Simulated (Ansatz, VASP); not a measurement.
**Two plane-wave programs on As**

Contents of INCAR:

```
  PREC = Accurate
  ENCUT = 520
  EDIFF = 1E-6
  ISMEAR = 0
  SIGMA = 0.02
  LREAL = False
  LASPH = True
  NELM = 100
  ALGO = Normal
  ISIF = 2
  LWAVE = False
  LCHARG = True
  LDIPOL = True
  IDIPOL = 3
  DIPOL = 0.5 0.5 0.500
  GGA = PE
  IVDW = 12
  LELF = True
  LVHAR = True
  LVACPOTAV = True
  NBANDS = 12
```

KPOINTS

```
Automatic mesh
0
Gamma
  9 9 1
```

File POSCAR:

```
As
1.0
    3.5210000000      0.0000000000      0.0000000000
   -1.7605000000      3.0492754467      0.0000000000
    0.0000000000      0.0000000000     28.5742413766
As
2
Direct
    0.3333333333      0.6666666667      0.4790370638
    0.6666666667      0.3333333333      0.5209629362
```

Input for Ansatz:

```yaml
crystal:
  lattice:
    - [3.521, 0.0, 0.0]
    - [-1.7605, 3.0492754467, 0.0]
    - [0.0, 0.0, 28.5742413766]
  atoms:
    - { symbol: As, position: [0.3333333333, 0.6666666667, 0.4790370638] }
    - { symbol: As, position: [0.6666666667, 0.3333333333, 0.5209629362] }
  periodic: [true, true, false]
basis:
  ecutwfc: 420
kpoints:
  mp_grid: { grid: [9, 9, 1] }
hamiltonian:
  xc: pbe
  dispersion: d3bj
scf:
  occupations: { method: gaussian, width: 0.02 }
output:
  forces: true
  stress: true
  eigenvalues: true
  write_density: true
  write_potential: true
  elf: true
  volumetric_format: npy
```

Alike in both runs: task single point; functional PBE; dispersion D3(BJ); k mesh 9 × 9 × 1; occupations gaussian, width 0.02 eV; no spin polarisation.

|  | VASP | Ansatz |
| --- | --- | --- |
| version | VASP 6.6.1 | Ansatz 0.2.0 |
| potentials or method | VASP PAW PBE potentials, release 64 (As), cutoff 520 eV | scalar-relativistic, plane waves, PAW |
| valence electrons in the cell | 10 | 30 |

Ansatz gave:

| Property | Result |
| --- | --- |
| gap on the k mesh at the Fermi level (eV) | 1.50 |
| least direct gap on the mesh (eV) | 1.79 |
| rms of the force components (eV/Å) | 1.809 |

**Question.** What did VASP give for the same quantities?

**Answer.** gap on the k mesh at the Fermi level (eV): 1.45; least direct gap on the mesh (eV): 1.74; rms of the force components (eV/Å): 1.905.

Atom by atom the forces differ by 0.096 eV/Å (rms over components). VASP's potentials hold 10 valence electrons a cell and Ansatz's 30, so a difference there can come from the potentials and not from the codes.
